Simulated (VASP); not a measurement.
# Pb2O (Pn-3m) in VASP: further runs

Pb2O is run at these levels: PBE, r2SCAN; tasks: electric field gradients.

Program: VASP 6.6.1. These are calculated values, not measurements. Logs are shortened: lines on timing, memory, paths and dates and some standing lists are left out, and cuts for length are marked.

## Step 1: The cell of the first run

The structure is cubic, space group Pn-3m (No. 224). Conventional cell: a = 5.380 Å, b = 5.380 Å, c = 5.380 Å, α = 90.00°, β = 90.00°, γ = 90.00°. Within 3.1 Å of Pb (site symmetry -3m) lie 2 O at 2.33 Å. Within 3.1 Å of O (site symmetry -43m) lie 4 Pb at 2.33 Å.

## Step 2: Electric field gradients, PBE

Input file INCAR:

```
SYSTEM = Pb2O
  PREC = Accurate
  ENCUT = 520
  EDIFF = 1E-8
  ISMEAR = -1
  SIGMA = 0.05
  LREAL = .False.
  LASPH = .True.
  NELM = 80
  ALGO = Normal
  ISIF = 2
  LWAVE = .False.
  LCHARG = .False.
  GGA = PE
  LEFG = .True.
  NBANDS = 43
```

Input file KPOINTS:

```
Automatic mesh
0
Gamma
  6 6 6
  0 0 0
```

Input file POSCAR:

```
Pb2O
1.0
    5.3800000000      0.0000000000      0.0000000000
    0.0000000000      5.3800000000      0.0000000000
    0.0000000000      0.0000000000      5.3800000000
Pb O
4 2
Direct
    0.2500000000      0.2500000000      0.2500000000
    0.7500000000      0.7500000000      0.2500000000
    0.2500000000      0.7500000000      0.7500000000
    0.7500000000      0.2500000000      0.7500000000
    0.0000000000      0.0000000000      0.0000000000
    0.5000000000      0.5000000000      0.5000000000
```

Potentials or basis: VASP PAW PBE potentials, release 64 (Pb_d, O).

Started as:

```sh
$ cat potpaw_PBE.64/Pb_d/POTCAR potpaw_PBE.64/O/POTCAR > POTCAR
$ mpirun -np 1 vasp_std > vasp.out
```

OUTCAR:

```text
SYSTEM = Pb2O
   PREC = Accurate
   ENCUT = 520
   EDIFF = 1E-8
   ISMEAR = -1
   LREAL = .False.
   LASPH = .True.
   NELM = 80
   ISIF = 2
   GGA = PE

 ion  position               nearest neighbor table
   1  0.250  0.250  0.250-   5 2.33   6 2.33   4 3.80   2 3.80   3 3.80   3 3.80   4 3.80   2 3.80
                             3 3.80   3 3.80   2 3.80   4 3.80   4 3.80   2 3.80
   2  0.750  0.750  0.250-   5 2.33   6 2.33   4 3.80   1 3.80   3 3.80   3 3.80   4 3.80   1 3.80
                             4 3.80   4 3.80   1 3.80   3 3.80   3 3.80   1 3.80
   3  0.250  0.750  0.750-   5 2.33   6 2.33   4 3.80   1 3.80   2 3.80   1 3.80   2 3.80   1 3.80
                             4 3.80   1 3.80   2 3.80   4 3.80   2 3.80   4 3.80
   4  0.750  0.250  0.750-   5 2.33   6 2.33   3 3.80   1 3.80   2 3.80   1 3.80   2 3.80   2 3.80
                             3 3.80   2 3.80   1 3.80   3 3.80   1 3.80   3 3.80
   5  0.000  0.000  0.000-   1 2.33   2 2.33   3 2.33   4 2.33
   6  0.500  0.500  0.500-   1 2.33   2 2.33   3 2.33   4 2.33

  LATTYP: Found a simple cubic cell.
 ALAT       =     5.3800000000

  Lattice vectors:

 A1 = (   5.3800000000,   0.0000000000,   0.0000000000)
 A2 = (   0.0000000000,   5.3800000000,   0.0000000000)
 A3 = (   0.0000000000,   0.0000000000,   5.3800000000)

Analysis of symmetry for initial positions (statically):
=====================================================================
 Subroutine PRICEL returns:
 Original cell was already a primitive cell.

 Routine SETGRP: Setting up the symmetry group for a
 simple cubic supercell.

 Subroutine GETGRP returns: Found 48 space group operations
 (whereof 24 operations were pure point group operations)
 out of a pool of 48 trial point group operations.

The static configuration has the point symmetry T_d .
 The point group associated with its full space group is O_h .

Analysis of symmetry for dynamics (positions and initial velocities):
=====================================================================
 Subroutine PRICEL returns:
 Original cell was already a primitive cell.

 Routine SETGRP: Setting up the symmetry group for a
 simple cubic supercell.

 Subroutine GETGRP returns: Found 48 space group operations
 (whereof 24 operations were pure point group operations)
 out of a pool of 48 trial point group operations.

The dynamic configuration has the point symmetry T_d .
 The point group associated with its full space group is O_h .

 Subroutine INISYM returns: Found 48 space group operations
 (whereof 24 operations are pure point group operations),
 and found     1 'primitive' translations

----------------------------------------------------------------------------------------

                                     Primitive cell

  volume of cell :     155.7209

  direct lattice vectors                    reciprocal lattice vectors
     5.380000000  0.000000000  0.000000000     0.185873606  0.000000000  0.000000000
     0.000000000  5.380000000  0.000000000     0.000000000  0.185873606  0.000000000
     0.000000000  0.000000000  5.380000000     0.000000000  0.000000000  0.185873606

  length of vectors
     5.380000000  5.380000000  5.380000000     0.185873606  0.185873606  0.185873606

  position of ions in fractional coordinates (direct lattice)
     0.250000000  0.250000000  0.250000000
     0.750000000  0.750000000  0.250000000
     0.250000000  0.750000000  0.750000000
     0.750000000  0.250000000  0.750000000
     0.000000000  0.000000000  0.000000000
     0.500000000  0.500000000  0.500000000

  ion indices of the primitive-cell ions
   primitive index   ion index
                 1           1
                 2           2
                 3           3
                 4           4
                 5           5
                 6           6

----------------------------------------------------------------------------------------
[... 61 lines left out ...]
   LSORBIT =      F    spin-orbit coupling
   LASPH  =      T    aspherical Exc in radial PAW
   ENCUT  =  520.0 eV  38.22 Ry    6.18 a.u.  10.00 10.00 10.00*2*pi/ulx,y,z
   NELM   =     80;   NELMIN=  2; NELMDL= -5     # of ELM steps
   EDIFF  = 0.1E-07   stopping-criterion for ELM
   LREAL  =      F    real-space projection
   EDIFFG = 0.1E-06   stopping-criterion for IOM
   NSW    =      0    number of steps for IOM
   IBRION =     -1    ionic relax: 0-MD 1-quasi-New 2-CG
   NFREE  =      0    steps in history (QN), initial steepest desc. (CG)
   ISIF   =      2    stress and relaxation
   ISYM   =      2    0-nonsym 1-usesym 2-fastsym
   POTIM  = 0.5000    time-step for ionic-motion
   TEBEG  =    0.0;   TEEND  =   0.0 temperature during run
   PSTRESS=    0.0 pullay stress
   NELECT =      68.0000    total number of electrons
   NUPDOWN=      -1.0000    fix difference up-down
   EMIN   =  10.00;   EMAX   =-10.00  energy-range for DOS
   EFERMI =   0.00;   METHOD = LEGACY
   ISMEAR =    -1;   SIGMA  =   0.05  broadening in eV -4-tet -1-fermi 0-gaus
   EFERMI_NEDOS =   21; number of points for ismear=-14 and -15
   IALGO  =     38    algorithm
   IMIX   =      4    mixing-type and parameters
     AMIX     =   0.40;   BMIX     =  1.00
     AMIX_MAG =   1.60;   BMIX_MAG =  1.00
  volume/ion in A,a.u.               =      25.95       175.14
  Fermi-wavevector in a.u.,A,eV,Ry     =   1.242021  2.347079 20.988559  1.542616
  Thomas-Fermi vector in A             =   2.376393
   LORBIT       =      0    0 simple, 1 ext, 2 COOP (PROOUT), +10 PAW based schemes
   GGA     = PE    functional components
   LHFCALC =     F    Hartree Fock is set to
   AEXX    =    0.0000 exact exchange contribution
   IVDW    =     0    specifies the selected vdW correction
   LEPSILON=     F    determine dielectric tensor
   LRPA    =     F    only Hartree local field effects (RPA)
 non-spin polarized calculation
  energy-cutoff  :      520.00
  volume of cell :      155.72
 maximum number of plane-waves:      4224
   NGX = 21   NGY = 21   NGZ = 21

 number of electron      68.0000031 magnetization

 Free energy of the ion-electron system (eV)
  ---------------------------------------------------
  ext. energy  EPLUGINS =         0.00000000
  ---------------------------------------------------
  free energy    TOTEN  =       -26.52172282 eV

  energy without entropy =      -26.50969149  energy(sigma->0) =      -26.51570716

 E-fermi :   4.9907     XC(G=0):  -9.5272

 val. band max:        4.8890630659   @ k =   0.5000   0.5000   0.0000
 cond. band min:       4.9996966819   @ k =   0.5000   0.3333   0.3333
 fundamental gap:      0.1106336160
 Fermi energy:         4.9906665869

 k-point     1 :       0.0000    0.0000    0.0000
  band No.  band energies     occupation
      1     -13.5505      2.00000
      2     -12.3896      2.00000
      3     -11.4939      2.00000
      4     -11.4939      2.00000
      5     -11.4403      2.00000
      6     -11.4403      2.00000
[... 909 lines left out ...]
     42      12.7129      0.00000
     43      12.7129      0.00000

------------------------ aborting loop because EDIFF is reached ----------------------------------------

  FORCE on cell =-STRESS in cart. coord.  units (eV):
  Direction    XX          YY          ZZ          XY          YZ          ZX
  --------------------------------------------------------------------------------------
  -------------------------------------------------------------------------------------
  Total        2.7482015      2.7482015      2.7482015      0.0000000     -0.0000000      0.0000000
  in kB       28.2756321     28.2756321     28.2756321      0.0000000     -0.0000000      0.0000000
  external PRESSURE =      28.2756321 kB  Pullay stress =       0.0000000 kB

 VOLUME and BASIS-vectors are now :
 -----------------------------------------------------------------------------
  energy-cutoff  :      520.00
  volume of cell :      155.72
      direct lattice vectors                 reciprocal lattice vectors
     5.380000000  0.000000000  0.000000000     0.185873606  0.000000000  0.000000000
     0.000000000  5.380000000  0.000000000     0.000000000  0.185873606  0.000000000
     0.000000000  0.000000000  5.380000000     0.000000000  0.000000000  0.185873606

 POSITION                                       TOTAL-FORCE (eV/Angst)
 -----------------------------------------------------------------------------------
      1.34500      1.34500      1.34500        -0.000000     -0.000000      0.000000
      4.03500      4.03500      1.34500        -0.000000      0.000000     -0.000000
      1.34500      4.03500      4.03500        -0.000000     -0.000000      0.000000
      4.03500      1.34500      4.03500         0.000000      0.000000     -0.000000
      0.00000      0.00000      0.00000        -0.000000      0.000000     -0.000000
      2.69000      2.69000      2.69000        -0.000000      0.000000     -0.000000
 -----------------------------------------------------------------------------------
    total drift:                                0.000000      0.000000     -0.000000

  FREE ENERGIE OF THE ION-ELECTRON SYSTEM (eV)
  ---------------------------------------------------
  free  energy   TOTEN  =       -26.5217228202 eV

  energy  without entropy=      -26.5096914923  energy(sigma->0) =      -26.51570716

 Electric field gradients (V/A^2)
---------------------------------------------------------------------
 ion       V_xx      V_yy      V_zz      V_xy      V_xz      V_yz
---------------------------------------------------------------------
   1      -0.000    -0.000    -0.000   -39.629   -39.629   -39.629
   2      -0.000    -0.000    -0.000   -39.629    39.629    39.629
   3      -0.000    -0.000    -0.000    39.629    39.629   -39.629
   4      -0.000    -0.000    -0.000    39.629   -39.629    39.629
   5       0.000    -0.000     0.000    -0.000    -0.000     0.000
   6       0.000    -0.000     0.000     0.000     0.000     0.000
---------------------------------------------------------------------

 Electric field gradients after diagonalization (V/A^2)
 (convention: |V_zz| > |V_xx| > |V_yy|)
----------------------------------------------------------------------
 ion       V_xx      V_yy      V_zz     asymmetry (V_yy - V_xx)/ V_zz
----------------------------------------------------------------------
   1      39.629    39.629   -79.258       0.000
   2      39.629    39.629   -79.258       0.000
   3      39.629    39.629   -79.258       0.000
   4      39.629    39.629   -79.258       0.000
   5      -0.000     0.000     0.000       0.125
   6      -0.000     0.000     0.000       0.258
----------------------------------------------------------------------

           NMR quadrupolar parameters

 Cq : quadrupolar parameter    Cq=e*Q*V_zz/h
 eta: asymmetry parameters     (V_yy - V_xx)/ V_zz
 Q  : nuclear electric quadrupole moment in mb (millibarn)
----------------------------------------------------------------------
 ion       Cq(MHz)       eta       Q (mb)
----------------------------------------------------------------------
   1      -0.192       0.000       1.000
   2      -0.192       0.000       1.000
   3      -0.192       0.000       1.000
   4      -0.192       0.000       1.000
   5       0.000       0.125       1.000
   6       0.000       0.258       1.000
----------------------------------------------------------------------
```

Run time: 2.1 min. Hardware: 1 thread of Intel Xeon Platinum 8559C (Emerald Rapids), shared host; peak memory 0.29 GiB.

Results:

```
Free energy                             : -26.5217 eV
Pressure                                : 2.8 GPa
Band gap on the k mesh                  : zero (bands 34 and 35 overlap by 0.90 eV)
Largest electric field gradient by atom : Pb -79.3; O -0.0 V/Å²
```

Levels at points of the mesh, in eV from the Fermi level:
```
           k point  band 30  band 31  band 32  band 33  band 34  band 35  band 36  band 37  band 38  band 39
(0.00, 0.00, 0.00)    -2.02    -2.02    -0.52    -0.52    -0.52     2.14     2.14     2.14     2.74     5.52
(0.50, 0.00, 0.00)    -2.35    -0.93    -0.93    -0.55    -0.55     1.08     1.08     1.98     1.98     4.27
(0.50, 0.50, 0.00)    -3.07    -1.19    -1.19    -0.10    -0.10     1.48     1.48     1.98     1.98     4.42
(0.50, 0.50, 0.50)    -0.83    -0.83    -0.83    -0.81    -0.81    -0.81     1.40     4.68     4.68     4.68
```

Electric field gradients, principal values (V/Å²):
| atom | least | middle | greatest (by size) |
| --- | --- | --- | --- |
| 1 Pb | 39.629 | 39.629 | -79.258 |
| 2 Pb | 39.629 | 39.629 | -79.258 |
| 3 Pb | 39.629 | 39.629 | -79.258 |
| 4 Pb | 39.629 | 39.629 | -79.258 |
| 5 O | 0.000 | 0.000 | 0.000 |
| 6 O | 0.000 | 0.000 | 0.000 |

Caveat: without QUAD_EFG the Cq values of the log hold for a quadrupole moment of 1 mb, not for the nuclei; spin-orbit coupling is left out, which moves the levels of the heavy elements.

(Part 1 of 2 ends here.)
